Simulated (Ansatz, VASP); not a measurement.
# Ga: VASP beside Ansatz

Contents of INCAR:

```
ALGO     = Normal         # electronic algorithm
EDIFF    = 1E-6           # SCF threshold, eV
EDIFFG   = -0.01          # ionic threshold
ENCUT    = 600            # plane-wave cutoff, eV
GGA      = RE             # functional
IBRION   = 2              # ionic algorithm
ISIF     = 3              # what is computed and relaxed
ISMEAR   = -1             # smearing method
LASPH    = True           # aspherical terms in the spheres
LCHARG   = False          # write CHGCAR
LREAL    = False          # projectors in reciprocal space
LWAVE    = False          # write WAVECAR
NELM     = 80             # most SCF steps
NSW      = 80             # ionic steps
PREC     = Accurate       # precision mode
SIGMA    = 0.1            # smearing width, eV
```

KPOINTS

```
k-points
0
Gamma
  8 8 11
```

Contents of POSCAR:

```
Ga
1.0
    4.8020307411      0.0000000000      0.0000000000
   -2.4010153706      4.1586806116      0.0000000000
    0.0000000000      0.0000000000      2.9436448443
Ga
3
Direct
    0.0000000000      0.0000000000      0.0000000000
    0.3333333333      0.6666666667      0.5000000000
    0.6666666667      0.3333333333      0.5000000000
```

Input for Ansatz:

```yaml
crystal:
  lattice:
    - [4.8020307411, 0.0, 0.0]
    - [-2.4010153706, 4.1586806116, 0.0]
    - [0.0, 0.0, 2.9436448443]
  atoms:
    - { symbol: Ga, position: [0.0, 0.0, 0.0] }
    - { symbol: Ga, position: [0.3333333333, 0.6666666667, 0.5] }
    - { symbol: Ga, position: [0.6666666667, 0.3333333333, 0.5] }
hamiltonian:
  xc: revpbe
  pseudopotentials:
    kind: paw
    azcp:
      Ga: "pseudopotentials/Ga.paw.azcp"
basis:
  ecutwfc: 420
  fft_grid_basis: typed
kpoints:
  mp_grid: { grid: [8, 8, 11], shift: [0, 0, 0] }
magnetization:
  spin_polarized: false
scf:
  occupations: { method: fermi_dirac, width: 0.1 }
relax:
  max_steps: 60
  f_tol: 0.01
  cell: {}
output:
  write_density: true
  write_potential: true
  elf: true
  volumetric_format: npy
```

Alike in both runs: task relaxation of cell and atoms; functional revPBE; k mesh 8 × 8 × 11; occupations fermi-dirac, width 0.1 eV; no spin polarisation.

|  | VASP | Ansatz |
| --- | --- | --- |
| version | VASP 6.6.1 | Ansatz 0.2.0 |
| potentials or method | VASP PAW PBE potentials, release 64 (Ga_d), cutoff 600 eV | plane waves (420 eV) with PAW, scalar-relativistic |
| valence electrons in the cell | 39 | 39 |

```tsv
	VASP	Ansatz	Ansatz less VASP
relaxed volume (Å³/atom)	19.86	19.84	-0.022
relaxed length of the cell vector where the two differ most in proportion (Å)	3.041	3.048	+0.0072
```

VASP's potentials were made for PBE, not for revPBE.
